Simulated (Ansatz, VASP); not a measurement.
Ca3B5 in VASP and in Ansatz

The input INCAR:

```
PREC = Accurate
ENCUT = 600
EDIFF = 1E-6
ISMEAR = 0
SIGMA = 0.1
LREAL = False
LASPH = True
NELM = 80
ALGO = Normal
ISIF = 3
LWAVE = False
LCHARG = False
GGA = PE
IBRION = 2
NSW = 100
EDIFFG = -0.01
```

File KPOINTS:

```
regular mesh
0
Gamma
  12 12 4
```

POSCAR

```
Ca3B5
1.0
    3.7879705150      0.0000000000      0.0000000000
   -1.8939852575      3.2804786948      0.0000000000
    0.0000000000      0.0000000000     10.2769811126
Ca B
3 5
Direct
    0.0000000000      0.0000000000      0.6911198817
    0.0000000000      0.0000000000      0.3088801183
    0.0000000000      0.0000000000      0.0000000000
    0.3333333333      0.6666666667      0.0000000000
    0.6666666667      0.3333333333      0.0000000000
    0.5000000000      0.0000000000      0.5000000000
    0.0000000000      0.5000000000      0.5000000000
    0.5000000000      0.5000000000      0.5000000000
```

Input for Ansatz:

```yaml
crystal:
  lattice:
    - [3.787970515, 0.0, 0.0]
    - [-1.8939852575, 3.2804786948, 0.0]
    - [0.0, 0.0, 10.2769811126]
  atoms:
    - { symbol: Ca, position: [0.0, 0.0, 0.6911198817] }
    - { symbol: Ca, position: [0.0, 0.0, 0.3088801183] }
    - { symbol: Ca, position: [0.0, 0.0, 0.0] }
    - { symbol: B, position: [0.3333333333, 0.6666666667, 0.0] }
    - { symbol: B, position: [0.6666666667, 0.3333333333, 0.0] }
    - { symbol: B, position: [0.5, 0.0, 0.5] }
    - { symbol: B, position: [0.0, 0.5, 0.5] }
    - { symbol: B, position: [0.5, 0.5, 0.5] }
basis:
  ecutwfc: 420
kpoints:
  mp_grid: { grid: [12, 12, 4] }
hamiltonian:
  xc: pbe
scf:
  occupations: { method: gaussian, width: 0.1 }
output:
  forces: true
  stress: true
  eigenvalues: true
relax:
  adjacent_minimum: "off"
  f_tol: 0.01
  max_steps: 80
  cell: { stress_tol: 0.05 }
```

Alike in both runs: task relaxation of cell and atoms; functional PBE; k mesh 12 × 12 × 4; occupations gaussian, width 0.1 eV; no spin polarisation.

|  | VASP | Ansatz |
| --- | --- | --- |
| version | VASP 6.6.1 | Ansatz 0.2.0 |
| potentials or method | VASP PAW PBE potentials, release 64 (Ca_sv, B), cutoff 600 eV | scalar-relativistic, plane waves, PAW |
| valence electrons in the cell | 45 | 45 |

```csv
,VASP,Ansatz,Ansatz less VASP
"gap on the k mesh at the Fermi level, each at its own relaxed structure (eV)",none,none,-
relaxed volume (Å³/atom),16.34,16.30,-0.042
relaxed cell length with the largest relative difference (Å),10.523,10.514,-0.0092
```

A gap of «none» marks a metal or a gap that the smearing closes.
